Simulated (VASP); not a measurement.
A run of VASP 6.6.1 is set up as follows.

File INCAR:

```
PREC     = Accurate       # precision mode
ENCUT    = 750            # plane-wave cutoff, eV
EDIFF    = 1E-6           # SCF threshold, eV
ISMEAR   = 0              # smearing method
SIGMA    = 0.01           # smearing width, eV
LREAL    = False          # projectors in reciprocal space
LASPH    = True           # aspherical terms in the spheres
NELM     = 120            # most SCF steps
ALGO     = Normal         # electronic algorithm
ISIF     = 2              # what is computed and relaxed
LWAVE    = False          # write WAVECAR
LCHARG   = False          # write CHGCAR
GGA      = PE             # functional
NBANDS   = 12             # bands
GGA_COMPAT= False
```

KPOINTS

```
Automatic mesh
0
Gamma
  3 3 3
```

Contents of POSCAR:

```
LiBr
1.0
    0.0000000000      2.7506500000      2.7506500000
    2.7506500000      0.0000000000      2.7506500000
    2.7506500000      2.7506500000      0.0000000000
Li Br
1 1
Direct
    0.0000000000      0.0000000000      0.0000000000
    0.5000000000      0.5000000000      0.5000000000
```

Potentials or basis: VASP PAW PBE potentials, release 64 (Li_sv, Br).

Run with:

```sh
$ cat potpaw_PBE.64/Li_sv/POTCAR potpaw_PBE.64/Br/POTCAR > POTCAR
$ mpirun -np 1 vasp_std > vasp.out
```

Estimate the band gap on the k mesh.

4.93 eV, direct.

Predict the pressure.

0.9 GPa.

Caveat: the k points lie up to 0.66 Å⁻¹ apart. A hybrid or GW would open this gap; PBE tends to underestimate it.
